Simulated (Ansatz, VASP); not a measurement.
**Rh in VASP and in Ansatz**

```
Rh
1.0
     0.00000    1.93007    1.90155
     1.93007    0.00000    1.90155
     1.93007    1.93007    0.00000
Rh
1
Cartesian
  0.0000 0.0000 0.0000
```

Change from the starting cell: strain +0.015 along x and y, +0.000 along z, atoms carried along.

Alike in both runs: task single point; functional r2SCAN; k mesh 8 × 8 × 8; occupations gaussian, width 0.15 eV; no spin polarisation.

|  | VASP | Ansatz |
| --- | --- | --- |
| version | VASP 6.6.1 | Ansatz 0.2.0 |
| potentials or method | VASP PAW PBE potentials, release 64 (Rh_pv), cutoff 520 eV | scalar-relativistic, plane waves, PAW |
| valence electrons in the cell | 15 | 17 |

```csv
,VASP,Ansatz,Ansatz less VASP
gap on the k mesh at the Fermi level (eV),none,none,-
pressure (GPa),-6.5,-7.5,-1.06
"traceless stress, the component that is largest in VASP (GPa)",2.14,2.12,-0.013
```

VASP's potentials were made for PBE, not for r2SCAN. A gap of «none» marks a metal or a gap that the smearing closes. VASP's potentials hold 15 valence electrons a cell and Ansatz's 17, so a difference there can come from the potentials and not from the codes.
